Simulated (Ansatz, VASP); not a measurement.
## SnO2: VASP beside Ansatz

The input INCAR:

```
PREC     = Accurate       # precision mode
ENCUT    = 520            # plane-wave cutoff, eV
EDIFF    = 1E-6           # SCF threshold, eV
ISMEAR   = -1             # smearing method
SIGMA    = 0.03           # smearing width, eV
LREAL    = False          # projectors in reciprocal space
LASPH    = True           # aspherical terms in the spheres
NELM     = 100            # most SCF steps
ALGO     = Normal         # electronic algorithm
ISIF     = 2              # what is computed and relaxed
LWAVE    = False          # write WAVECAR
LCHARG   = False          # write CHGCAR
GGA      = PE             # functional
NBANDS   = 35             # bands
```

KPOINTS

```
Automatic mesh
0
Gamma
  4 4 6
```

File POSCAR:

```
SnO2
1.0
    4.7373500000      0.0000000000      0.0000000000
    0.0000000000      4.7373500000      0.0000000000
    0.0000000000      0.0000000000      3.1226720000
Sn O
2 4
Direct
    0.0000000000      0.0000000000      0.0000000000
    0.5000000000      0.5000000000      0.5000000000
    0.3056200000      0.3056200000      0.0000000000
    0.1943800000      0.8056200000      0.5000000000
    0.6943800000      0.6943800000      0.0000000000
    0.8056200000      0.1943800000      0.5000000000
```

Input for Ansatz:

```yaml
crystal:
  lattice:
    - [4.73735, 0.0, 0.0]
    - [0.0, 4.73735, 0.0]
    - [0.0, 0.0, 3.122672]
  atoms:
    - { symbol: Sn, position: [0.0, 0.0, 0.0] }
    - { symbol: Sn, position: [0.5, 0.5, 0.5] }
    - { symbol: O, position: [0.30562, 0.30562, 0.0] }
    - { symbol: O, position: [0.19438, 0.80562, 0.5] }
    - { symbol: O, position: [0.69438, 0.69438, 0.0] }
    - { symbol: O, position: [0.80562, 0.19438, 0.5] }
kpoints:
  mp_grid: { grid: [4, 4, 6] }
  band_path:
    path:
      - [0.0, 0.0, 0.0]
      - [0.0, 0.5, 0.0]
      - [0.5, 0.5, 0.0]
      - [0.0, 0.0, 0.0]
      - [0.0, 0.0, 0.5]
      - [0.0, 0.5, 0.5]
      - [0.5, 0.5, 0.5]
      - [0.0, 0.0, 0.5]
      - [0.0, 0.5, 0.0]
    npoints: 5
scf:
  occupations: { method: fermi_dirac, width: 0.03 }
hamiltonian:
  xc: pbe
  pseudopotentials: { kind: all_electron, lapw: { basis_error: 0.001 } }
output:
  forces: true
  stress: true
  eigenvalues: true
```

Change from the starting cell: zz strain of -2 %.

Alike in both runs: task single point; functional PBE; k mesh 4 × 4 × 6; occupations fermi-dirac, width 0.03 eV; no spin polarisation.

|  | VASP | Ansatz |
| --- | --- | --- |
| version | VASP 6.6.1 | Ansatz 0.2.0 |
| potentials or method | VASP PAW PBE potentials, release 64 (Sn_d, O), cutoff 520 eV | all-electron LAPW, scalar-relativistic |

```csv
,VASP,Ansatz,Ansatz less VASP
gap on the k mesh at the Fermi level (eV),1.55,1.56,+0.013
pressure (GPa),17.4,16.6,-0.80
"traceless stress, the component that is largest in VASP (GPa)",6.11,5.85,-0.265
rms of the force components (eV/Å),0.117,0.105,-0.0122
```

Atom by atom the forces differ by 0.012 eV/Å (rms over components). Ansatz ran all-electron here, and VASP with PAW potentials.
